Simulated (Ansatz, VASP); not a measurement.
Fe3Ge in VASP and in Ansatz

The input INCAR:

```
  PREC = Accurate
  ENCUT = 520
  EDIFF = 1E-6
  ISMEAR = -1
  SIGMA = 0.1
  LREAL = F
  LASPH = T
  NELM = 150
  ALGO = Normal
  ISIF = 2
  LWAVE = F
  LCHARG = F
  ISPIN = 2
  MAGMOM = 3.5 3.5 3.5 0
  LORBIT = 11
  LMAXMIX = 4
  GGA = CA
  NBANDS = 31
```

Contents of KPOINTS:

```
regular mesh
0
Gamma
  7 7 7
```

POSCAR

```
Fe3Ge
1.0
    4.0666920000      0.0000000000      0.0000000000
    2.0333460000      3.5218585814      0.0000000000
    2.0333460000      1.1739528605      3.3204401137
Fe Ge
3 1
Direct
    0.5000000000      0.5000000000      0.5000000000
    0.2500000000      0.2500000000      0.2500000000
    0.7500000000      0.7500000000      0.7500000000
    0.0000000000      0.0000000000      0.0000000000
```

Input for Ansatz:

```yaml
crystal:
  lattice:
    - [4.066692, 0.0, 0.0]
    - [2.0333460000000003, 3.521858581366946, 0.0]
    - [2.0333460000000003, 1.1739528604556488, 3.3204401136861352]
  atoms:
    - { symbol: Fe, position: [0.49999999999999983, 0.5000000000000001, 0.5] }
    - { symbol: Fe, position: [0.24999999999999992, 0.25000000000000006, 0.25] }
    - { symbol: Fe, position: [0.75, 0.7500000000000001, 0.75] }
    - { symbol: Ge, position: [0.0, 0.0, 0.0] }
kpoints:
  mp_grid:
    grid: [7, 7, 7]
hamiltonian:
  xc: lda
  pseudopotentials:
    kind: paw
magnetization:
  spin_polarized: true
  per_species:
    Fe: 3.5
scf:
  occupations:
    method: fermi_dirac
output:
  forces: true
  stress: true
  eigenvalues: true
```

Alike in both runs: task single point; functional LDA; k mesh 7 × 7 × 7; collinear spin.

|  | VASP | Ansatz |
| --- | --- | --- |
| version | VASP 6.6.1 | Ansatz 0.2.0 |
| potentials or method | VASP PAW LDA potentials, release 64 (Fe, Ge_d) | plane waves, PAW |
| plane-wave cutoff (eV) | 520 | 420 |
| occupations | fermi-dirac, width 0.1 eV | fermi-dirac |
| valence electrons in the cell | 38 | 62 |

|  | VASP | Ansatz | Ansatz less VASP |
| --- | --- | --- | --- |
| gap on the k mesh at the Fermi level (eV) | none | none | - |
| pressure (GPa) | -18.8 | -18.5 | +0.28 |
| net moment per atom (μB) | 1.28 | 1.33 | +0.047 |
| size of the moment on the site where the two differ most (μB) | 1.33 | 1.44 | +0.104 |

LDA's correlation is that of Perdew and Zunger in VASP and of Perdew and Wang (1992) in Ansatz. Site moments also hang on the region over which each program counts them. A gap of «none» marks a metal or a gap that the smearing closes. VASP's potentials hold 38 valence electrons a cell and Ansatz's 62, so a difference there can come from the potentials and not from the codes.
